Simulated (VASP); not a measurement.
# CS2 (Cmce) in VASP: notebook

Aim: see how the results for CS2 move with the level of theory and the settings. Levels: PBEsol, r2SCAN. Tasks: single point.

Everything below comes from runs of VASP 6.6.1. Logs are shortened: lines on timing, memory, paths and dates and some standing lists are left out, and cuts for length are marked.

### Step 1. The cell of the first run

It takes space group Cmce (No. 64, orthorhombic). The conventional cell has a = 6.185 Å, b = 5.643 Å, c = 9.465 Å, α = 90.00°, β = 90.00°, γ = 90.00°. Within 2.1 Å of S (site symmetry m) lie 1 C at 1.56 Å. C (site symmetry 2/m) has 2 S at 1.56 Å within 2.1 Å.

### Step 2. Single point, PBEsol

INCAR reads:

```
SYSTEM = CS2
ALGO = Normal
EDIFF = 1E-6
ENCUT = 520
GGA = PS
ISIF = 2
ISMEAR = -1
LASPH = .True.
LCHARG = .False.
LREAL = .False.
LWAVE = .False.
NBANDS = 25
NELM = 100
PREC = Accurate
SIGMA = 0.05
```

KPOINTS reads:

```
k-points
0
Gamma
  6 6 3
  0 0 0
```

POSCAR reads:

```
CS2
1.0
    3.0923061597     -2.8213880420      0.0000000000
    3.0923061597      2.8213880420      0.0000000000
    0.0000000000      0.0000000000      9.4649618253
S C
4 2
Direct
    0.1757673702      0.8242326298      0.8729554916
    0.3242326298      0.6757673702      0.3729554916
    0.6757673702      0.3242326298      0.6270445084
    0.8242326298      0.1757673702      0.1270445084
    0.5000000000      0.5000000000      0.5000000000
    0.0000000000      0.0000000000      0.0000000000
```

Potentials or basis: VASP PAW PBE potentials, release 64 (S, C).

Started as:

```
cat potpaw_PBE.64/S/POTCAR potpaw_PBE.64/C/POTCAR > POTCAR
mpirun -np 1 vasp_std > vasp.out
```

OUTCAR:

```text
SYSTEM = CS2
   EDIFF = 1E-6
   ENCUT = 520
   GGA = PS
   ISIF = 2
   ISMEAR = -1
   LASPH = .True.
   LREAL = .False.
   NELM = 100
   PREC = Accurate

 ion  position               nearest neighbor table
   1  0.176  0.824  0.873-   6 1.56
   2  0.324  0.676  0.373-   5 1.56
   3  0.676  0.324  0.627-   5 1.56
   4  0.824  0.176  0.127-   6 1.56
   5  0.500  0.500  0.500-   2 1.56   3 1.56
   6  0.000  0.000  0.000-   1 1.56   4 1.56

  LATTYP: Found a base centered orthorhombic cell.
 ALAT       =     5.6427760840
 B/A-ratio  =     1.0960229907
 C/A-ratio  =     1.6773591020

  Lattice vectors:

 A1 = (  -3.0923061597,  -2.8213880420,   0.0000000000)
 A2 = (   3.0923061597,  -2.8213880420,   0.0000000000)
 A3 = (   0.0000000000,   0.0000000000,   9.4649618253)

Analysis of symmetry for initial positions (statically):
=====================================================================
 Subroutine PRICEL returns:
 Original cell was already a primitive cell.

 Routine SETGRP: Setting up the symmetry group for a
 base centered orthorhombic supercell.

 Subroutine GETGRP returns: Found  8 space group operations
 (whereof  4 operations were pure point group operations)
 out of a pool of  8 trial point group operations.

The static configuration has the point symmetry C_2h.
 The point group associated with its full space group is D_2h.

Analysis of symmetry for dynamics (positions and initial velocities):
=====================================================================
 Subroutine PRICEL returns:
 Original cell was already a primitive cell.

 Routine SETGRP: Setting up the symmetry group for a
 base centered orthorhombic supercell.

 Subroutine GETGRP returns: Found  8 space group operations
 (whereof  4 operations were pure point group operations)
 out of a pool of  8 trial point group operations.

The dynamic configuration has the point symmetry C_2h.
 The point group associated with its full space group is D_2h.

 Subroutine INISYM returns: Found  8 space group operations
 (whereof  4 operations are pure point group operations),
 and found     1 'primitive' translations

----------------------------------------------------------------------------------------

                                     Primitive cell

  volume of cell :     165.1559

  direct lattice vectors                    reciprocal lattice vectors
     3.092306160 -2.821388042  0.000000000     0.161691622 -0.177217736  0.000000000
     3.092306160  2.821388042  0.000000000     0.161691622  0.177217736  0.000000000
     0.000000000  0.000000000  9.464961825     0.000000000  0.000000000  0.105652830

  length of vectors
     4.185999029  4.185999029  9.464961825     0.239896450  0.239896450  0.105652830

  position of ions in fractional coordinates (direct lattice)
     0.175767370  0.824232630  0.872955492
     0.324232630  0.675767370  0.372955492
     0.675767370  0.324232630  0.627044508
     0.824232630  0.175767370  0.127044508
     0.500000000  0.500000000  0.500000000
     0.000000000  0.000000000  0.000000000

  ion indices of the primitive-cell ions
   primitive index   ion index
                 1           1
                 2           2
                 3           3
                 4           4
                 5           5
                 6           6

----------------------------------------------------------------------------------------

 KPOINTS: k-points

Automatic generation of k-mesh.
 Grid dimensions read from file:
 generate k-points for:    6    6    3

 Generating k-lattice:

  Cartesian coordinates                     Fractional coordinates (reciprocal lattice)
     0.026948604 -0.029536289  0.000000000     0.166666667  0.000000000  0.000000000
     0.026948604  0.029536289  0.000000000     0.000000000  0.166666667  0.000000000
     0.000000000  0.000000000  0.035217610     0.000000000  0.000000000  0.333333333

  Length of vectors
     0.039982742  0.039982742  0.035217610

  Shift w.r.t. Gamma in fractional coordinates (k-lattice)
     0.000000000  0.000000000  0.000000000

 Subroutine IBZKPT returns following result:
 ===========================================

 Found     26 irreducible k-points:

 Following reciprocal coordinates:
            Coordinates               Weight
  0.000000  0.000000  0.000000      1.000000
  0.166667  0.000000  0.000000      4.000000
  0.333333  0.000000  0.000000      4.000000
  0.500000  0.000000  0.000000      2.000000
  0.166667  0.166667  0.000000      2.000000
  0.333333  0.166667  0.000000      4.000000
[... 16 lines left out ...]
  0.333333  0.333333  0.333333      4.000000
  0.500000  0.333333  0.333333      8.000000
 [... further k-points ...]
   k-points           NKPTS =     26   k-points in BZ     NKDIM =     26   number of bands    NBANDS=     25
   number of dos      NEDOS =    301   number of ions     NIONS =      6
   total plane-waves  NPLWV =  71680
   dimension x,y,z NGX =    32 NGY =   32 NGZ =   70
   dimension x,y,z NGXF=    64 NGYF=   64 NGZF=  140
   ions per type =               4   2
   NGX,Y,Z   is equivalent  to a cutoff of  12.71, 12.71, 12.30 a.u.
   NGXF,Y,Z  is equivalent  to a cutoff of  25.42, 25.42, 24.59 a.u.
 SYSTEM =  CS2
   PREC   = accura    normal or accurate (medium, high low for compatibility)
   ISTART =      0    job   : 0-new  1-cont  2-samecut
   ICHARG =      2    charge: 1-file 2-atom 10-const
   ISPIN  =      1    spin polarized calculation?
   LNONCOLLINEAR =      F non collinear calculations
   LSORBIT =      F    spin-orbit coupling
   LASPH  =      T    aspherical Exc in radial PAW
   ENCUT  =  520.0 eV  38.22 Ry    6.18 a.u.   7.78  7.78 17.60*2*pi/ulx,y,z
   NELM   =    100;   NELMIN=  2; NELMDL= -5     # of ELM steps
   EDIFF  = 0.1E-05   stopping-criterion for ELM
   LREAL  =      F    real-space projection
   EDIFFG = 0.1E-04   stopping-criterion for IOM
   NSW    =      0    number of steps for IOM
   IBRION =     -1    ionic relax: 0-MD 1-quasi-New 2-CG
   NFREE  =      0    steps in history (QN), initial steepest desc. (CG)
   ISIF   =      2    stress and relaxation
   ISYM   =      2    0-nonsym 1-usesym 2-fastsym
   POTIM  = 0.5000    time-step for ionic-motion
   TEBEG  =    0.0;   TEEND  =   0.0 temperature during run
   PSTRESS=    0.0 pullay stress
   NELECT =      32.0000    total number of electrons
   NUPDOWN=      -1.0000    fix difference up-down
   EMIN   =  10.00;   EMAX   =-10.00  energy-range for DOS
   EFERMI =   0.00;   METHOD = LEGACY
   ISMEAR =    -1;   SIGMA  =   0.05  broadening in eV -4-tet -1-fermi 0-gaus
   EFERMI_NEDOS =   21; number of points for ismear=-14 and -15
   IALGO  =     38    algorithm
   IMIX   =      4    mixing-type and parameters
     AMIX     =   0.40;   BMIX     =  1.00
     AMIX_MAG =   1.60;   BMIX_MAG =  1.00
  volume/ion in A,a.u.               =      27.53       185.75
  Fermi-wavevector in a.u.,A,eV,Ry     =   0.947313  1.790162 12.209891  0.897402
  Thomas-Fermi vector in A             =   2.075394
   LORBIT       =      0    0 simple, 1 ext, 2 COOP (PROOUT), +10 PAW based schemes
   GGA     = PS    functional components
   LHFCALC =     F    Hartree Fock is set to
   AEXX    =    0.0000 exact exchange contribution
   IVDW    =     0    specifies the selected vdW correction
   LEPSILON=     F    determine dielectric tensor
   LRPA    =     F    only Hartree local field effects (RPA)
 non-spin polarized calculation
  energy-cutoff  :      520.00
  volume of cell :      165.16
 maximum number of plane-waves:      4474
   NGX = 15   NGY = 15   NGZ = 35

 number of electron      31.9999996 magnetization

 Free energy of the ion-electron system (eV)
  ---------------------------------------------------
  ext. energy  EPLUGINS =         0.00000000
  ---------------------------------------------------
  free energy    TOTEN  =       -34.64526248 eV

  energy without entropy =      -34.64526248  energy(sigma->0) =      -34.64526248

 E-fermi :   0.4128     XC(G=0):  -7.4687

 val. band max:       -0.7056876803   @ k =   0.5000   0.5000   0.0000
 cond. band min:       2.2213613571   @ k =   0.5000   0.5000   0.0000
 fundamental gap:      2.9270490375
 Fermi energy:         0.4127753065

 k-point     1 :       0.0000    0.0000    0.0000
  band No.  band energies     occupation
      1     -15.7868      2.00000
      2     -15.6797      2.00000
      3     -13.6116      2.00000
      4     -13.4019      2.00000
      5      -7.3350      2.00000
      6      -6.6512      2.00000
[... 17 lines left out ...]
     24       7.2214      0.00000
     25       7.5833      0.00000

 k-point     2 :       0.1667    0.0000    0.0000
  band No.  band energies     occupation
      1     -15.7555      2.00000
      2     -15.6618      2.00000
      3     -13.5988      2.00000
      4     -13.4182      2.00000
      5      -7.3093      2.00000
      6      -6.7026      2.00000
[... 17 lines left out ...]
     24       6.8852      0.00000
     25       7.8368      0.00000

 k-point     3 :       0.3333    0.0000    0.0000
  band No.  band energies     occupation
      1     -15.6857      2.00000
      2     -15.6304      2.00000
      3     -13.5651      2.00000
      4     -13.4622      2.00000
      5      -7.2173      2.00000
      6      -6.8465      2.00000
[... 17 lines left out ...]
     24       6.6192      0.00000
     25       7.8507      0.00000

 k-point     4 :       0.5000    0.0000    0.0000
  band No.  band energies     occupation
      1     -15.6320      2.00000
      2     -15.6320      2.00000
      3     -13.5171      2.00000
      4     -13.5171      2.00000
      5      -7.0456      2.00000
      6      -7.0456      2.00000
[... 17 lines left out ...]
     24       6.8156      0.00000
     25       7.9224      0.00000
[... 477 lines left out ...]
 k-point    22 :      -0.1667    0.1667    0.3333
  band No.  band energies     occupation
      1     -15.7013      2.00000
      2     -15.6647      2.00000
      3     -13.5485      2.00000
      4     -13.4768      2.00000
      5      -7.1713      2.00000
      6      -6.9076      2.00000
[... 17 lines left out ...]
     24       7.1641      0.00000
     25       7.7914      0.00000

 k-point    23 :       0.3333    0.3333    0.3333
  band No.  band energies     occupation
      1     -15.6098      2.00000
      2     -15.5819      2.00000
      3     -13.5219      2.00000
      4     -13.4791      2.00000
      5      -7.1054      2.00000
      6      -7.0083      2.00000
[... 17 lines left out ...]
     24       6.9545      0.00000
     25       8.1770      0.00000

 k-point    24 :       0.5000    0.3333    0.3333
  band No.  band energies     occupation
      1     -15.5780      2.00000
      2     -15.5619      2.00000
      3     -13.5132      2.00000
      4     -13.4936      2.00000
      5      -7.0537      2.00000
      6      -7.0429      2.00000
[... 17 lines left out ...]
     24       7.1308      0.00000
     25       7.8581      0.00000

 [... further k-points ...]
[... 5 lines left out ...]
  --------------------------------------------------------------------------------------
  -------------------------------------------------------------------------------------
  Total       -0.0752172     -0.6004281     -0.8233336      0.0000000     -0.0000000      0.0000000
  in kB       -0.7296820     -5.8247517     -7.9871576      0.0000000     -0.0000000      0.0000000
  external PRESSURE =      -4.8471971 kB  Pullay stress =       0.0000000 kB

 VOLUME and BASIS-vectors are now :
 -----------------------------------------------------------------------------
  energy-cutoff  :      520.00
  volume of cell :      165.16
      direct lattice vectors                 reciprocal lattice vectors
     3.092306160 -2.821388042  0.000000000     0.161691622 -0.177217736  0.000000000
     3.092306160  2.821388042  0.000000000     0.161691622  0.177217736  0.000000000
     0.000000000  0.000000000  9.464961825     0.000000000  0.000000000  0.105652830

 POSITION                                       TOTAL-FORCE (eV/Angst)
 -----------------------------------------------------------------------------------
      3.09231      1.82957      8.26249         0.000000      0.130848      0.157972
      3.09231      0.99182      3.53001         0.000000     -0.130848      0.157972
      3.09231     -0.99182      5.93495         0.000000      0.130848     -0.157972
      3.09231     -1.82957      1.20247         0.000000     -0.130848     -0.157972
      3.09231      0.00000      4.73248         0.000000     -0.000000     -0.000000
      0.00000      0.00000      0.00000         0.000000      0.000000     -0.000000
 -----------------------------------------------------------------------------------
    total drift:                                0.000000      0.000000      0.000000

  FREE ENERGIE OF THE ION-ELECTRON SYSTEM (eV)
  ---------------------------------------------------
  free  energy   TOTEN  =       -34.6452624755 eV

  energy  without entropy=      -34.6452624754  energy(sigma->0) =      -34.64526248
```

It took 94 s on 1 thread of Oxide Virtual Turin-like, shared host; peak memory 0.25 GiB.

Results:

```
Free energy            : -34.6453 eV
Pressure               : -0.5 GPa
Largest force          : 0.205 eV/Å
Band gap on the k mesh : 2.93 eV, direct
```

Forces on the atoms (eV/Å):
```
S    0.000  0.131  0.158
S    0.000 -0.131  0.158
S    0.000  0.131 -0.158
S    0.000 -0.131 -0.158
C    0.000  0.000  0.000
C    0.000  0.000  0.000
```

Stress tensor (GPa, compression positive):
```
-0.07  0.00  0.00
 0.00 -0.58  0.00
 0.00  0.00 -0.80
```

Levels at points of the mesh, in eV from the valence-band top:
| k point | band 14 | band 15 | band 16 | band 17 | band 18 | band 19 |
| --- | --- | --- | --- | --- | --- | --- |
| (0.00, 0.00, 0.00) | -0.58 | -0.47 | -0.10 | 3.03 | 3.10 | 3.79 |
| (0.50, 0.00, 0.00) | -0.50 | -0.27 | -0.27 | 3.37 | 3.37 | 3.61 |
| (0.50, 0.50, 0.00) | -1.05 | -0.30 | 0.00 | 2.93 | 3.06 | 4.32 |

Caveat: the PAW data sets were made with another functional, which shifts forces and pressure a little. A k mesh can miss the band edges.

### Step 3. Single point, r2SCAN

This run uses another cell than the first one, of 28.30 Å³/atom, 1.028 times its volume.

POSCAR reads:

```
CS2
1.0
    3.1729443005     -2.7692150449      0.0000000000
    3.1729443005      2.7692150449      0.0000000000
    0.0000000000      0.0000000000      9.6628399803
S C
4 2
Direct
    0.1868162029      0.8131837971      0.8802074369
    0.3131837971      0.6868162029      0.3802074369
    0.6868162029      0.3131837971      0.6197925631
    0.8131837971      0.1868162029      0.1197925631
    0.5000000000      0.5000000000      0.5000000000
    0.0000000000      0.0000000000      0.0000000000
```

INCAR.step1 reads:

```
SYSTEM = CS2
  PREC = Accurate
  ENCUT = 520
  ISMEAR = -1
  SIGMA = 0.05
  LREAL = .FALSE.
  LASPH = .TRUE.
  NELM = 60
  NBANDS = 25
  GGA = PE
  ALGO = Normal
  EDIFF = 1E-4
  LWAVE = .TRUE.
  LCHARG = .FALSE.
```

INCAR.step2 reads:

```
SYSTEM = CS2
  PREC = Accurate
  ENCUT = 520
  EDIFF = 1E-7
  ISMEAR = -1
  SIGMA = 0.05
  LREAL = .FALSE.
  LASPH = .TRUE.
  NELM = 60
  ALGO = Normal
  ISIF = 2
  LWAVE = .FALSE.
  LCHARG = .TRUE.
  METAGGA = R2SCAN
  LMIXTAU = .TRUE.
  LELF = .TRUE.
  LVHAR = .TRUE.
  NBANDS = 25
  ISTART = 1
```

KPOINTS reads:

```
regular mesh
0
G
  6 6 3
  0 0 0
```

Potentials or basis: VASP PAW PBE potentials, release 64 (S, C).

Started as:

```
cat potpaw_PBE.64/S/POTCAR potpaw_PBE.64/C/POTCAR > POTCAR
cp INCAR.step1 INCAR
mpirun -np 1 vasp_std > vasp.out
cp INCAR.step2 INCAR
mpirun -np 1 vasp_std > vasp.out
```

OUTCAR:

```text
SYSTEM = CS2
   PREC = Accurate
   ENCUT = 520
   EDIFF = 1E-7
   ISMEAR = -1
   LREAL = .FALSE.
   LASPH = .TRUE.
   NELM = 60
   ISIF = 2
   METAGGA = R2SCAN
   ISTART = 1

 ion  position               nearest neighbor table
   1  0.187  0.813  0.880-   6 1.55
   2  0.313  0.687  0.380-   5 1.55
   3  0.687  0.313  0.620-   5 1.55
   4  0.813  0.187  0.120-   6 1.55
   5  0.500  0.500  0.500-   2 1.55   3 1.55
   6  0.000  0.000  0.000-   1 1.55   4 1.55

  LATTYP: Found a base centered orthorhombic cell.
 ALAT       =     5.5384300898
 B/A-ratio  =     1.1457919479
 C/A-ratio  =     1.7446893476

  Lattice vectors:

 A1 = (  -3.1729443005,  -2.7692150449,   0.0000000000)
 A2 = (   3.1729443005,  -2.7692150449,   0.0000000000)
 A3 = (   0.0000000000,   0.0000000000,   9.6628399803)

Analysis of symmetry for initial positions (statically):
=====================================================================
 Subroutine PRICEL returns:
 Original cell was already a primitive cell.

 Routine SETGRP: Setting up the symmetry group for a
[... 173 lines left out ...]
  free energy    TOTEN  =       -50.38940442 eV

  energy without entropy =      -50.38940442  energy(sigma->0) =      -50.38940442

 E-fermi :  -0.1188     XC(G=0):  -7.5738

 val. band max:       -1.2080461592   @ k =   0.5000   0.5000   0.0000
 cond. band min:       2.2660681501   @ k =   0.5000   0.5000   0.0000
 fundamental gap:      3.4741143093
 Fermi energy:        -0.1188342854

 k-point     1 :       0.0000    0.0000    0.0000
  band No.  band energies     occupation
      1     -17.0908      2.00000
      2     -17.0125      2.00000
      3     -14.6339      2.00000
      4     -14.4725      2.00000
      5      -8.0241      2.00000
      6      -7.4605      2.00000
[... 661 lines left out ...]
     24       7.3294      0.00000
     25       8.0291      0.00000

 [... further k-points ...]
[... 5 lines left out ...]
  --------------------------------------------------------------------------------------
  -------------------------------------------------------------------------------------
  Total       -0.0272919     -0.6389520     -0.7657630      0.0000000      0.0000000      0.0000000
  in kB       -0.2575081     -6.0287174     -7.2252197      0.0000000      0.0000000      0.0000000
  external PRESSURE =      -4.5038150 kB  Pullay stress =       0.0000000 kB

 VOLUME and BASIS-vectors are now :
 -----------------------------------------------------------------------------
  energy-cutoff  :      520.00
  volume of cell :      169.81
      direct lattice vectors                 reciprocal lattice vectors
     3.172944301 -2.769215045  0.000000000     0.157582344 -0.180556581  0.000000000
     3.172944301  2.769215045  0.000000000     0.157582344  0.180556581  0.000000000
     0.000000000  0.000000000  9.662839980     0.000000000  0.000000000  0.103489244

 POSITION                                       TOTAL-FORCE (eV/Angst)
 -----------------------------------------------------------------------------------
      3.17294      1.73455      8.50530         0.000000      0.138249      0.153389
      3.17294      1.03467      3.67388         0.000000     -0.138249      0.153389
      3.17294     -1.03467      5.98896         0.000000      0.138249     -0.153389
      3.17294     -1.73455      1.15754         0.000000     -0.138249     -0.153389
      3.17294      0.00000      4.83142         0.000000      0.000000      0.000000
      0.00000      0.00000      0.00000         0.000000      0.000000      0.000000
 -----------------------------------------------------------------------------------
    total drift:                                0.000000     -0.000000     -0.000000

  FREE ENERGIE OF THE ION-ELECTRON SYSTEM (eV)
  ---------------------------------------------------
  free  energy   TOTEN  =       -50.3894044204 eV

  energy  without entropy=      -50.3894044203  energy(sigma->0) =      -50.38940442
```

Wall time 7.2 min (1 thread of Oxide Virtual Turin-like, shared host); peak memory 0.28 GiB.

What came out:

```
Free energy            : -50.3894 eV
Pressure               : -0.5 GPa
Largest force          : 0.206 eV/Å
Band gap on the k mesh : 3.47 eV, direct
```

Forces in eV/Å, atoms in the order of the input:
```
S    0.000  0.138  0.153
S    0.000 -0.138  0.153
S    0.000  0.138 -0.153
S    0.000 -0.138 -0.153
C    0.000  0.000  0.000
C    0.000  0.000  0.000
```

Stress tensor (GPa, compression positive):
```
-0.03  0.00  0.00
 0.00 -0.60  0.00
 0.00  0.00 -0.72
```

Caveat: the PAW data sets were made with another functional, which shifts forces and pressure a little. A k mesh can miss the band edges.
